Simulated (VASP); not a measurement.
Runs of VASP 6.6.1 on GaCo. The structure is that of space group P4/mmm (No. 123), or close to it. The cells are those of the table. 

```tsv
cell	further INCAR settings	gap on the mesh (eV)	pressure (GPa)
a = 2.998, b = 2.998, c = 2.652 Å, 2 atoms	ALGO = Fast; EDIFF = 1e-06; NBANDS = 18	none	-5.8
a = 2.768, b = 2.768, c = 3.114 Å, 2 atoms	ALGO = Fast; EDIFF = 1e-06; NBANDS = 18	none	-6.8
a = 3.114, b = 3.114, c = 2.652 Å, 2 atoms	ALGO = Fast; EDIFF = 1e-06; NBANDS = 18	none	(a)
a = 3.114, b = 3.114, c = 2.768 Å, 2 atoms	ALGO = Fast; EDIFF = 1e-07; NBANDS = 18	none	-20.8
```

Alike in all rows: task single point; level PBEsol; potentials or basis VASP PAW PBE potentials, release 64 (Ga_d, Co); no spin polarisation; k mesh 16 × 16 × 16; cutoff (eV) 520; smearing gaussian 0.15 eV.

Task: Fill in the values left out.

Result: (a) -15.5.

Caveats: the cell stands under tension; the PAW data sets were made with another functional, which shifts forces and pressure a little; the run has no spin polarisation, though such a crystal can be magnetic.

A k mesh can miss the band edges, and the runs leave out spin-orbit coupling on Ga.

A gap of «none» marks levels without a gap at the run's occupations.
